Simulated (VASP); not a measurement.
Here is a VASP 6.6.1 calculation.

The input INCAR:

```
PREC = Accurate ; ENCUT = 520
EDIFF = 1E-6 ; ISMEAR = 0
SIGMA = 0.1 ; LREAL = False
LASPH = True ; NELM = 100
ALGO = Normal ; ISIF = 2
LWAVE = False ; LCHARG = False
GGA = PE ; NBANDS = 40
```

Contents of KPOINTS:

```
regular mesh
0
Gamma
  12 12 2
```

File POSCAR:

```
Hf4F3
1.0
    2.7554722408     -1.5913111173      0.0006546719
    2.7554722408      1.5913111173      0.0006546719
   -0.3033802208      0.0000000000     14.8619771250
Hf F
4 3
Direct
    0.8489734164      0.8489734164      0.8535928269
    0.1974988734      0.1974988734      0.1337576474
    0.5395794937      0.5395794937      0.2934043248
    0.5068311811      0.5068311811      0.6923749861
    0.8591089085      0.8591089085      0.0413786934
    0.2112577379      0.2112577379      0.3873116536
    0.8351159355      0.8351159355      0.5981798680
```

Potentials or basis: VASP PAW PBE potentials, release 64 (Hf_pv, F).

Launch:

```sh
$ cat potpaw_PBE.64/Hf_pv/POTCAR potpaw_PBE.64/F/POTCAR > POTCAR
$ mpirun -np 1 vasp_std > vasp.out
```

(1) What does it give for the largest force?

(2) Estimate the band gap on the k mesh.

(3) What does it give for the pressure?

## Answers

(1) 0.125 eV/Å.

(2) zero (an odd number of electrons rules out a gap without spin polarisation).

(3) -1.1 GPa.

Caveat: spin-orbit coupling is left out, which moves the levels of the heavy elements; an odd number of electrons without spin polarisation forces a metal; a magnetic or distorted state may lie lower.
